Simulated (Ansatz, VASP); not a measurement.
# Two plane-wave programs on AlN

```xyz
8
Lattice="3.0887 0.0000 0.0000 0.0000 4.9433 0.0000 0.0000 0.0000 19.5665" Properties=species:S:1:pos:R:3 pbc="T T T"
Al    0.0000    0.3981    8.3071
Al    1.5443    2.7461    8.7422
Al    1.5443    0.2744   10.8243
Al    0.0000    2.8698   11.2594
N     0.0000    2.1380    8.0542
N     1.5443    4.6044    8.8858
N     1.5443    2.1327   10.6807
N     0.0000    4.6097   11.5123
```

Alike in both runs: functional LDA; k mesh 10 × 6 × 1; occupations fermi-dirac, width 0.02 eV; no spin polarisation.

Ansatz relaxed the structure, and its values are those at the end. VASP's run is a single point on that final structure, the one shown.

|  | VASP | Ansatz |
| --- | --- | --- |
| version | VASP 6.6.1 | Ansatz 0.2.0 |
| potentials or method | VASP PAW LDA potentials, release 64 (Al, N) | PAW with Ansatz's default frozen-core files, scalar-relativistic |
| plane-wave cutoff (eV) | 520 | 420 |
| valence electrons in the cell | 32 | 32 |

Ansatz gave:

* gap on the k mesh at the Fermi level (eV): 2.61
* rms of the force components (eV/Å): 0.001

Which values does VASP return?

gap on the k mesh at the Fermi level (eV): 2.60; rms of the force components (eV/Å): 0.029.

LDA's correlation is that of Perdew and Zunger in VASP and of Perdew and Wang (1992) in Ansatz. Ansatz's warnings: stress scf threshold loose.
